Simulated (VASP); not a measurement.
# SiC (P6_3mc) in VASP: a series of runs

SiC is run at these levels: PBEsol; tasks: electric field gradients.

Everything below comes from runs of VASP 6.6.1. Logs are shortened: lines on timing, memory, paths and dates and some standing lists are left out, and cuts for length are marked.

## (1) The cell of the first run

It takes space group P6_3mc (No. 186, hexagonal). Conventional cell: a = 3.076 Å, b = 3.076 Å, c = 5.048 Å, α = 90.00°, β = 90.00°, γ = 120.00°. Within 2.5 Å of Si (site symmetry 3m) lie 4 C at 1.87 to 1.94 Å. C (site symmetry 3m) has 4 Si at 1.87 to 1.94 Å within 2.5 Å.

## (2) Electric field gradients, PBEsol

INCAR reads:

```
SYSTEM = SiC
  PREC = Accurate
  ENCUT = 520
  EDIFF = 1E-8
  ISMEAR = -1
  SIGMA = 0.08
  LREAL = .False.
  LASPH = .True.
  NELM = 60
  ALGO = Normal
  ISIF = 2
  LWAVE = .False.
  LCHARG = .False.
  GGA = PS
  LEFG = .True.
  NBANDS = 16
```

KPOINTS reads:

```
Automatic mesh
0
Gamma
  15 15 8
  0 0 0
```

POSCAR reads:

```
SiC
1.0
    3.0759982064      0.0000000000      0.0000000000
   -1.5379991032      2.6638925888      0.0000000000
    0.0000000000      0.0000000000      5.0480000000
Si C
2 2
Direct
    0.3333333333      0.6666666667      0.0000000000
    0.6666666667      0.3333333333      0.5000000000
    0.3333333333      0.6666666667      0.3850000000
    0.6666666667      0.3333333333      0.8850000000
```

Potentials or basis: VASP PAW PBE potentials, release 64 (Si, C).

Started as:

```sh
$ cat potpaw_PBE.64/Si/POTCAR potpaw_PBE.64/C/POTCAR > POTCAR
$ mpirun -np 1 vasp_std > vasp.out
```

OUTCAR:

```text
SYSTEM = SiC
   PREC = Accurate
   ENCUT = 520
   EDIFF = 1E-8
   ISMEAR = -1
   LREAL = .False.
   LASPH = .True.
   NELM = 60
   ISIF = 2
   GGA = PS

 ion  position               nearest neighbor table
   1  0.333  0.667  0.000-   4 1.87   4 1.87   4 1.87   3 1.94   2 3.09   2 3.09   2 3.09   2 3.09
                             2 3.09   2 3.09
   2  0.667  0.333  0.500-   3 1.87   3 1.87   3 1.87   4 1.94   1 3.09   1 3.09   1 3.09   1 3.09
                             1 3.09   1 3.09
   3  0.333  0.667  0.385-   2 1.87   2 1.87   2 1.87   1 1.94
   4  0.667  0.333  0.885-   1 1.87   1 1.87   1 1.87   2 1.94

  LATTYP: Found a hexagonal cell.
 ALAT       =     3.0759982064
 C/A-ratio  =     1.6410932846

  Lattice vectors:

 A1 = (   3.0759982064,   0.0000000000,   0.0000000000)
 A2 = (  -1.5379991032,   2.6638925888,   0.0000000000)
 A3 = (   0.0000000000,   0.0000000000,   5.0480000000)

Analysis of symmetry for initial positions (statically):
=====================================================================
 Subroutine PRICEL returns:
 Original cell was already a primitive cell.

 Routine SETGRP: Setting up the symmetry group for a
 hexagonal supercell.

 Subroutine GETGRP returns: Found 12 space group operations
 (whereof  6 operations were pure point group operations)
 out of a pool of 24 trial point group operations.

The static configuration has the point symmetry C_3v.
 The point group associated with its full space group is C_6v.

Analysis of symmetry for dynamics (positions and initial velocities):
=====================================================================
 Subroutine PRICEL returns:
 Original cell was already a primitive cell.

 Routine SETGRP: Setting up the symmetry group for a
 hexagonal supercell.

 Subroutine GETGRP returns: Found 12 space group operations
 (whereof  6 operations were pure point group operations)
 out of a pool of 24 trial point group operations.

The dynamic configuration has the point symmetry C_3v.
 The point group associated with its full space group is C_6v.

 Subroutine INISYM returns: Found 12 space group operations
 (whereof  6 operations are pure point group operations),
 and found     1 'primitive' translations

----------------------------------------------------------------------------------------

                                     Primitive cell

  volume of cell :      41.3640

  direct lattice vectors                    reciprocal lattice vectors
     3.075998206  0.000000000  0.000000000     0.325097719  0.187695255  0.000000000
    -1.537999103  2.663892589  0.000000000     0.000000000  0.375390511  0.000000000
     0.000000000  0.000000000  5.048000000     0.000000000  0.000000000  0.198098257

  length of vectors
     3.075998206  3.075998206  5.048000000     0.375390511  0.375390511  0.198098257

  position of ions in fractional coordinates (direct lattice)
     0.333333333  0.666666667  0.000000000
     0.666666667  0.333333333  0.500000000
     0.333333333  0.666666667  0.385000000
     0.666666667  0.333333333  0.885000000

  ion indices of the primitive-cell ions
   primitive index   ion index
                 1           1
                 2           2
                 3           3
                 4           4

----------------------------------------------------------------------------------------

 KPOINTS: Automatic mesh

Automatic generation of k-mesh.
 Grid dimensions read from file:
 generate k-points for:   15   15    8

 Generating k-lattice:

  Cartesian coordinates                     Fractional coordinates (reciprocal lattice)
     0.021673181  0.012513017  0.000000000     0.066666667 -0.000000000  0.000000000
     0.000000000  0.025026034  0.000000000     0.000000000  0.066666667  0.000000000
     0.000000000  0.000000000  0.024762282     0.000000000  0.000000000  0.125000000

  Length of vectors
     0.025026034  0.025026034  0.024762282
[... 39 lines left out ...]
   dimension x,y,z NGX =    24 NGY =   24 NGZ =   40
   dimension x,y,z NGXF=    48 NGYF=   48 NGZF=   80
   ions per type =               2   2
   NGX,Y,Z   is equivalent  to a cutoff of  12.97, 12.97, 13.17 a.u.
   NGXF,Y,Z  is equivalent  to a cutoff of  25.94, 25.94, 26.35 a.u.
 SYSTEM =  SiC
   PREC   = accura    normal or accurate (medium, high low for compatibility)
   ISTART =      0    job   : 0-new  1-cont  2-samecut
   ICHARG =      2    charge: 1-file 2-atom 10-const
   ISPIN  =      1    spin polarized calculation?
   LNONCOLLINEAR =      F non collinear calculations
   LSORBIT =      F    spin-orbit coupling
   LASPH  =      T    aspherical Exc in radial PAW
   ENCUT  =  520.0 eV  38.22 Ry    6.18 a.u.   5.72  5.72  9.39*2*pi/ulx,y,z
   NELM   =     60;   NELMIN=  2; NELMDL= -5     # of ELM steps
   EDIFF  = 0.1E-07   stopping-criterion for ELM
   LREAL  =      F    real-space projection
   EDIFFG = 0.1E-06   stopping-criterion for IOM
   NSW    =      0    number of steps for IOM
   IBRION =     -1    ionic relax: 0-MD 1-quasi-New 2-CG
   NFREE  =      0    steps in history (QN), initial steepest desc. (CG)
   ISIF   =      2    stress and relaxation
   ISYM   =      2    0-nonsym 1-usesym 2-fastsym
   POTIM  = 0.5000    time-step for ionic-motion
   TEBEG  =    0.0;   TEEND  =   0.0 temperature during run
   PSTRESS=    0.0 pullay stress
   NELECT =      16.0000    total number of electrons
   NUPDOWN=      -1.0000    fix difference up-down
   EMIN   =  10.00;   EMAX   =-10.00  energy-range for DOS
   EFERMI =   0.00;   METHOD = LEGACY
   ISMEAR =    -1;   SIGMA  =   0.08  broadening in eV -4-tet -1-fermi 0-gaus
   EFERMI_NEDOS =   21; number of points for ismear=-14 and -15
   IALGO  =     38    algorithm
   IMIX   =      4    mixing-type and parameters
     AMIX     =   0.40;   BMIX     =  1.00
     AMIX_MAG =   1.60;   BMIX_MAG =  1.00
  volume/ion in A,a.u.               =      10.34        69.78
  Fermi-wavevector in a.u.,A,eV,Ry     =   1.192818  2.254099 19.358564  1.422814
  Thomas-Fermi vector in A             =   2.328847
   LORBIT       =      0    0 simple, 1 ext, 2 COOP (PROOUT), +10 PAW based schemes
   GGA     = PS    functional components
   LHFCALC =     F    Hartree Fock is set to
   AEXX    =    0.0000 exact exchange contribution
   IVDW    =     0    specifies the selected vdW correction
   LEPSILON=     F    determine dielectric tensor
   LRPA    =     F    only Hartree local field effects (RPA)
 non-spin polarized calculation
  energy-cutoff  :      520.00
  volume of cell :       41.36
 maximum number of plane-waves:      1126
 NGX is ok and might be reduce to    24
   NGX = 11   NGY = 11   NGZ = 19

 number of electron      16.0000000 magnetization

 Free energy of the ion-electron system (eV)
  ---------------------------------------------------
  ext. energy  EPLUGINS =         0.00000000
  ---------------------------------------------------
  free energy    TOTEN  =       -31.78609465 eV

  energy without entropy =      -31.78609464  energy(sigma->0) =      -31.78609464

 E-fermi :   9.4619     XC(G=0): -11.4976

 val. band max:        8.3547090357   @ k =   0.0000   0.0000   0.0000
 cond. band min:      10.5157655185   @ k =   0.3333   0.3333   0.0000
 fundamental gap:      2.1610564828
 Fermi energy:         9.4618818139

 k-point     1 :       0.0000    0.0000    0.0000
  band No.  band energies     occupation
      1      -7.3867      2.00000
      2      -3.8470      2.00000
      3      -0.4023      2.00000
      4       6.7979      2.00000
      5       6.7979      2.00000
      6       8.0838      2.00000
[... 433 lines left out ...]
      3       0.8330      2.00000
      4       2.0427      2.00000
      5       2.5262      2.00000
      6       3.5410      2.00000
[... 8 lines left out ...]
     15      19.2818      0.00000
     16      20.1225      0.00000

 [... further k-points ...]
[... 5 lines left out ...]
  --------------------------------------------------------------------------------------
  -------------------------------------------------------------------------------------
  Total        0.5849829      0.5849829     -0.6931440      0.0000000      0.0000000     -0.0000000
  in kB       22.6585245     22.6585245    -26.8480002      0.0000000      0.0000000     -0.0000000
  external PRESSURE =       6.1563496 kB  Pullay stress =       0.0000000 kB

 VOLUME and BASIS-vectors are now :
 -----------------------------------------------------------------------------
  energy-cutoff  :      520.00
  volume of cell :       41.36
      direct lattice vectors                 reciprocal lattice vectors
     3.075998206  0.000000000  0.000000000     0.325097719  0.187695255  0.000000000
    -1.537999103  2.663892589  0.000000000     0.000000000  0.375390511  0.000000000
     0.000000000  0.000000000  5.048000000     0.000000000  0.000000000  0.198098257

 POSITION                                       TOTAL-FORCE (eV/Angst)
 -----------------------------------------------------------------------------------
     -0.00000      1.77593      0.00000        -0.000000      0.000000      0.751098
      1.53800      0.88796      2.52400         0.000000     -0.000000      0.751098
     -0.00000      1.77593      1.94348        -0.000000      0.000000     -0.751098
      1.53800      0.88796      4.46748         0.000000     -0.000000     -0.751098
 -----------------------------------------------------------------------------------
    total drift:                                0.000000      0.000000     -0.000182

  FREE ENERGIE OF THE ION-ELECTRON SYSTEM (eV)
  ---------------------------------------------------
  free  energy   TOTEN  =       -31.7860946520 eV

  energy  without entropy=      -31.7860946356  energy(sigma->0) =      -31.78609464

 Electric field gradients (V/A^2)
---------------------------------------------------------------------
 ion       V_xx      V_yy      V_zz      V_xy      V_xz      V_yz
---------------------------------------------------------------------
   1      -8.584    -8.584    17.167    -0.000     0.000    -0.000
   2      -8.584    -8.584    17.167    -0.000    -0.000     0.000
   3      -1.481    -1.481     2.962    -0.000    -0.000     0.000
   4      -1.481    -1.481     2.962    -0.000     0.000    -0.000
---------------------------------------------------------------------

 Electric field gradients after diagonalization (V/A^2)
 (convention: |V_zz| > |V_xx| > |V_yy|)
----------------------------------------------------------------------
 ion       V_xx      V_yy      V_zz     asymmetry (V_yy - V_xx)/ V_zz
----------------------------------------------------------------------
   1      -8.584    -8.583    17.167       0.000
   2      -8.584    -8.583    17.167       0.000
   3      -1.481    -1.481     2.962       0.000
   4      -1.481    -1.481     2.962       0.000
----------------------------------------------------------------------

           NMR quadrupolar parameters

 Cq : quadrupolar parameter    Cq=e*Q*V_zz/h
 eta: asymmetry parameters     (V_yy - V_xx)/ V_zz
 Q  : nuclear electric quadrupole moment in mb (millibarn)
----------------------------------------------------------------------
 ion       Cq(MHz)       eta       Q (mb)
----------------------------------------------------------------------
   1       0.042       0.000       1.000
   2       0.042       0.000       1.000
   3       0.007       0.000       1.000
   4       0.007       0.000       1.000
----------------------------------------------------------------------
```

Run time: 53 s. Hardware: 1 thread of Intel Xeon 6975P-C, shared host; peak memory 0.21 GiB.

What came out:

```yaml
Free_energy: -31.7861 eV
Pressure: 0.6 GPa
Largest_force: 0.751 eV/Å
Band_gap_on_the_k_mesh: 2.16 eV, indirect (least direct gap 3.97 eV)
```

Forces in eV/Å, atoms in the order of the input:
```
Si   0.000  0.000  0.751
Si   0.000  0.000  0.751
C    0.000  0.000 -0.751
C    0.000  0.000 -0.751
```

Stress tensor (GPa, compression positive):
```
 2.27  0.00  0.00
 0.00  2.27  0.00
 0.00  0.00 -2.68
```

Levels at points of the mesh, in eV from the valence-band top:
```csv
k point,band 4,band 5,band 6,band 7,band 8,band 9,band 10,band 11,band 12,band 13
"(0.00, 0.00, 0.00)",-1.56,-1.56,-0.27,-0.27,0.00,4.57,5.97,6.44,6.44,7.49
"(0.00, 0.00, 0.50)",-4.48,-0.96,-0.96,-0.96,-0.96,5.65,5.65,7.10,7.10,7.10
```

Electric field gradients, principal values (V/Å²):
| atom | least | middle | greatest (by size) |
| --- | --- | --- | --- |
| 1 Si | -8.583 | -8.584 | 17.167 |
| 2 Si | -8.583 | -8.584 | 17.167 |
| 3 C | -1.481 | -1.481 | 2.962 |
| 4 C | -1.481 | -1.481 | 2.962 |

Caveat: without QUAD_EFG the Cq values of the log hold for a quadrupole moment of 1 mb, not for the nuclei; the PAW data sets were made with another functional, which shifts forces and pressure a little.

## (3) Electric field gradients, PBEsol (volume scaled by 1.01)

INCAR reads:

```
SYSTEM = SiC
PREC = Accurate
ENCUT = 520
EDIFF = 1E-8
ISMEAR = -1
SIGMA = 0.08
LREAL = .FALSE.
LASPH = .TRUE.
NELM = 60
ALGO = Normal
ISIF = 2
LWAVE = .FALSE.
LCHARG = .FALSE.
GGA = PS
LEFG = .TRUE.
NBANDS = 16
```

KPOINTS reads:

```
Automatic mesh
0
G
  15 15 8
  0 0 0
```

POSCAR reads:

```
SiC
1.0
    3.0862175446      0.0000000000      0.0000000000
   -1.5431087723      2.6727427953      0.0000000000
    0.0000000000      0.0000000000      5.0647708873
Si C
2 2
Direct
    0.3333333333      0.6666666667      0.0000000000
    0.6666666667      0.3333333333      0.5000000000
    0.3333333333      0.6666666667      0.3850000000
    0.6666666667      0.3333333333      0.8850000000
```

Potentials or basis: VASP PAW PBE potentials, release 64 (Si, C).

Started as:

```sh
$ cat potpaw_PBE.64/Si/POTCAR potpaw_PBE.64/C/POTCAR > POTCAR
$ mpirun -np 1 vasp_std > vasp.out
```

OUTCAR:

```text
SYSTEM = SiC
   PREC = Accurate
   ENCUT = 520
   EDIFF = 1E-8
   ISMEAR = -1
   LREAL = .FALSE.
   LASPH = .TRUE.
   NELM = 60
   ISIF = 2
   GGA = PS

 ion  position               nearest neighbor table
   1  0.333  0.667  0.000-   4 1.87   4 1.87   4 1.87   3 1.95   2 3.10   2 3.10   2 3.10   2 3.10
                             2 3.10   2 3.10
   2  0.667  0.333  0.500-   3 1.87   3 1.87   3 1.87   4 1.95   1 3.10   1 3.10   1 3.10   1 3.10
                             1 3.10   1 3.10
   3  0.333  0.667  0.385-   2 1.87   2 1.87   2 1.87   1 1.95
   4  0.667  0.333  0.885-   1 1.87   1 1.87   1 1.87   2 1.95

  LATTYP: Found a hexagonal cell.
 ALAT       =     3.0862175446
 C/A-ratio  =     1.6410932846

  Lattice vectors:

 A1 = (   3.0862175446,   0.0000000000,   0.0000000000)
 A2 = (  -1.5431087723,   2.6727427953,   0.0000000000)
 A3 = (   0.0000000000,   0.0000000000,   5.0647708873)

Analysis of symmetry for initial positions (statically):
=====================================================================
 Subroutine PRICEL returns:
[... 664 lines left out ...]
      1.54311      0.89091      2.53239        -0.000000      0.000000      0.735521
     -0.00000      1.78183      1.94994        -0.000000      0.000000     -0.735521
      1.54311      0.89091      4.48232         0.000000      0.000000     -0.735521
 -----------------------------------------------------------------------------------
    total drift:                               -0.000000      0.000000     -0.000135

  FREE ENERGIE OF THE ION-ELECTRON SYSTEM (eV)
  ---------------------------------------------------
  free  energy   TOTEN  =       -31.7849520412 eV

  energy  without entropy=      -31.7849520261  energy(sigma->0) =      -31.78495203

 Electric field gradients (V/A^2)
---------------------------------------------------------------------
 ion       V_xx      V_yy      V_zz      V_xy      V_xz      V_yz
---------------------------------------------------------------------
   1      -8.493    -8.493    16.986    -0.000     0.000    -0.000
   2      -8.493    -8.493    16.986    -0.000    -0.000     0.000
   3      -1.451    -1.451     2.903    -0.000     0.000    -0.000
   4      -1.451    -1.451     2.903    -0.000    -0.000     0.000
---------------------------------------------------------------------

 Electric field gradients after diagonalization (V/A^2)
 (convention: |V_zz| > |V_xx| > |V_yy|)
----------------------------------------------------------------------
 ion       V_xx      V_yy      V_zz     asymmetry (V_yy - V_xx)/ V_zz
----------------------------------------------------------------------
   1      -8.493    -8.493    16.986       0.000
   2      -8.493    -8.493    16.986       0.000
   3      -1.452    -1.451     2.903       0.000
   4      -1.452    -1.451     2.903       0.000
----------------------------------------------------------------------

           NMR quadrupolar parameters

 Cq : quadrupolar parameter    Cq=e*Q*V_zz/h
 eta: asymmetry parameters     (V_yy - V_xx)/ V_zz
 Q  : nuclear electric quadrupole moment in mb (millibarn)
----------------------------------------------------------------------
 ion       Cq(MHz)       eta       Q (mb)
----------------------------------------------------------------------
   1       0.041       0.000       1.000
   2       0.041       0.000       1.000
   3       0.007       0.000       1.000
   4       0.007       0.000       1.000
----------------------------------------------------------------------
```

stdout:

```text
POSCAR found type information on POSCAR SiC
 POSCAR found :  2 types and       4 ions
 scaLAPACK will be used
 -----------------------------------------------------------------------------
|                                                                             |
|                                                                             |
|     You enforced a specific xc type in the INCAR file but a different       |
|     I HOPE YOU KNOW WHAT YOU ARE DOING!                                     |
|                                                                             |
 -----------------------------------------------------------------------------

 LDA part: xc-table for (Slater+PW92), standard interpolation
 POSCAR, INCAR and KPOINTS ok, starting setup
 FFT: planning ... GRIDC
 FFT: planning ... GRID_SOFT
 FFT: planning ... GRID
 WAVECAR not read
 entering main loop
ion   1

ion   2

ion   3

ion   4
```

Wall time 57 s (1 thread of Intel Xeon 6975P-C, shared host); peak memory 0.21 GiB.

Results:

```
Free energy            : -31.7850 eV
Pressure               : -1.6 GPa
Largest force          : 0.736 eV/Å
Band gap on the k mesh : 2.18 eV, indirect (least direct gap 3.95 eV)
```

Forces in eV/Å, atoms in the order of the input:
```
Si   0.000  0.000  0.736
Si   0.000  0.000  0.736
C    0.000  0.000 -0.736
C    0.000  0.000 -0.736
```

Electric field gradients, principal values (V/Å²):
```tsv
atom	least	middle	greatest (by size)
1 Si	-8.493	-8.493	16.986
2 Si	-8.493	-8.493	16.986
3 C	-1.451	-1.452	2.903
4 C	-1.451	-1.452	2.903
```

Caveat: without QUAD_EFG the Cq values of the log hold for a quadrupole moment of 1 mb, not for the nuclei; the PAW data sets were made with another functional, which shifts forces and pressure a little. A k mesh can miss the band edges.
